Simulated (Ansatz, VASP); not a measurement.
## Cs2AgBiBr6: VASP beside Ansatz

```xyz
10
Lattice="0.0000 5.6525 5.6525 5.6525 0.0000 5.6525 5.6525 5.6525 0.0000" Properties=species:S:1:pos:R:3 pbc="T T T"
Cs    2.8262    2.8262    2.8262
Cs    8.4787    8.4787    8.4787
Ag    5.6525    5.6525    5.6525
Bi    0.0000    0.0000    0.0000
Br    5.6525    2.8575    5.6525
Br    8.4474    5.6525    5.6525
Br    5.6525    8.4474    5.6525
Br    2.8575    5.6525    5.6525
Br    5.6525    5.6525    2.8575
Br    5.6525    5.6525    8.4474
```

Alike in both runs: functional PBE; dispersion D3(BJ); k mesh 4 × 4 × 4; occupations gaussian, width 0.02 eV; no spin polarisation.

Ansatz relaxed the structure, and its values are those at the end. VASP's run is a single point on that final structure, the one shown.

|  | VASP | Ansatz |
| --- | --- | --- |
| version | VASP 6.6.1 | Ansatz 0.2.0 |
| potentials or method | VASP PAW PBE potentials, release 64 (Cs_sv, Ag, Bi_d, Br), cutoff 520 eV | scalar-relativistic, plane waves, PAW |
| valence electrons in the cell | 86 | 94 |

|  | VASP | Ansatz | Ansatz less VASP |
| --- | --- | --- | --- |
| gap on the k mesh at the Fermi level (eV) | 1.25 | 1.25 | -0.005 |
| least direct gap on the mesh (eV) | 2.41 | 2.41 | -0.004 |
| pressure (GPa) | 0.0 | 0.0 | 0.00 |

VASP's potentials hold 86 valence electrons a cell and Ansatz's 94, so a difference there can come from the potentials and not from the codes.

Neither program's run includes spin-orbit coupling.
